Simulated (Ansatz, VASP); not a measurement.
# Two plane-wave programs on SiC

File INCAR:

```
SYSTEM = SiC
PREC     = Accurate       ! precision mode
ENCUT    = 600            ! plane-wave cutoff, eV
EDIFF    = 1E-6           ! SCF threshold, eV
ISMEAR   = -1             ! smearing method
SIGMA    = 0.05           ! smearing width, eV
LREAL    = .False.        ! projectors in reciprocal space
LASPH    = .True.         ! aspherical terms in the spheres
NELM     = 120            ! most SCF steps
ALGO     = Normal         ! electronic algorithm
ISIF     = 2              ! what is computed and relaxed
LWAVE    = .False.        ! write WAVECAR
LCHARG   = .False.        ! write CHGCAR
GGA      = B5             ! functional
ALDAX    = 1.0          
AGGAX    = 1.0          
AGGAC    = 1.0          
ALDAC    = 0.0          
NBANDS   = 11             ! bands
GGA_COMPAT= .False.
```

KPOINTS

```
regular mesh
0
Gamma
  10 10 10
  0 0 0
```

File POSCAR:

```
SiC
1.0
    0.0000000000      2.1934308841      2.1934308841
    2.1934308841      0.0000000000      2.1934308841
    2.1934308841      2.1934308841      0.0000000000
Si C
1 1
Direct
    0.0000000000      0.0000000000      0.0000000000
    0.7500000000      0.7500000000      0.7500000000
```

File input.yaml:

```yaml
crystal:
  lattice:
    - [0.0, 2.1934308841, 2.1934308841]
    - [2.1934308841, 0.0, 2.1934308841]
    - [2.1934308841, 2.1934308841, 0.0]
  atoms:
    - { symbol: Si, position: [0.0, 0.0, 0.0] }
    - { symbol: C, position: [0.75, 0.75, 0.75] }
hamiltonian:
  xc: blyp
  pseudopotentials: { kind: paw }
kpoints:
  mp_grid: { grid: [10, 10, 10] }
scf:
  occupations: { method: fermi_dirac, width: 0.05 }
output:
  forces: true
  stress: true
  eigenvalues: true
  write_density: true
  write_potential: true
  elf: true
  volumetric_format: npy
```

Alike in both runs: task single point; functional BLYP; k mesh 10 × 10 × 10; occupations fermi-dirac, width 0.05 eV; no spin polarisation.

|  | VASP | Ansatz |
| --- | --- | --- |
| version | VASP 6.6.1 | Ansatz 0.2.0 |
| potentials or method | VASP PAW PBE potentials, release 64 (Si, C) | Ansatz PAW |
| plane-wave cutoff (eV) | 600 | 420 |
| valence electrons in the cell | 8 | 8 |

|  | VASP | Ansatz | Ansatz less VASP |
| --- | --- | --- | --- |
| gap on the k mesh at the Fermi level (eV) | 1.72 | 1.72 | -0.004 |
| least direct gap on the mesh (eV) | 4.81 | 4.80 | -0.015 |
| pressure (GPa) | 3.9 | 3.5 | -0.45 |

VASP's potentials were made for PBE, not for BLYP.
